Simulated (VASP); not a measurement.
A run of VASP 6.6.1:

INCAR

```
PREC     = Accurate       # precision mode
ENCUT    = 520            # plane-wave cutoff, eV
EDIFF    = 1E-7           # SCF threshold, eV
ISMEAR   = -1             # smearing method
SIGMA    = 0.05           # smearing width, eV
LREAL    = F              # projectors in reciprocal space
LASPH    = T              # aspherical terms in the spheres
NELM     = 80             # most SCF steps
ALGO     = Normal         # electronic algorithm
ISIF     = 2              # what is computed and relaxed
LWAVE    = F              # write WAVECAR
LCHARG   = F              # write CHGCAR
GGA      = PS             # functional
NBANDS   = 17             # bands
```

Contents of KPOINTS:

```
regular mesh
0
Gamma
  12 12 7
```

POSCAR

```
Pd
1.0
    2.7983685316      0.0000000000      0.0000000000
   -1.3991842658      2.4234582375      0.0000000000
    0.0000000000      0.0000000000      4.5333570212
Pd
2
Direct
    0.3666666667      0.6833333333      0.2750000000
    0.6333333333      0.3166666667      0.7250000000
```

Potentials or basis: VASP PAW PBE potentials, release 64 (Pd).

Launch:

```bash
$ cat potpaw_PBE.64/Pd/POTCAR > POTCAR
$ mpirun -np 1 vasp_std > vasp.out
```

Hardware: 1 thread of AMD EPYC 9R45 96-Core Processor (Zen 5) (shared host).

Problem. How long does it take, and how much memory?

Solution. Wall time 67 s on 1 thread of AMD EPYC 9R45 96-Core Processor (Zen 5) (shared host), peak memory 0.21 GiB. Counts: scf iterations 12, k points 277.
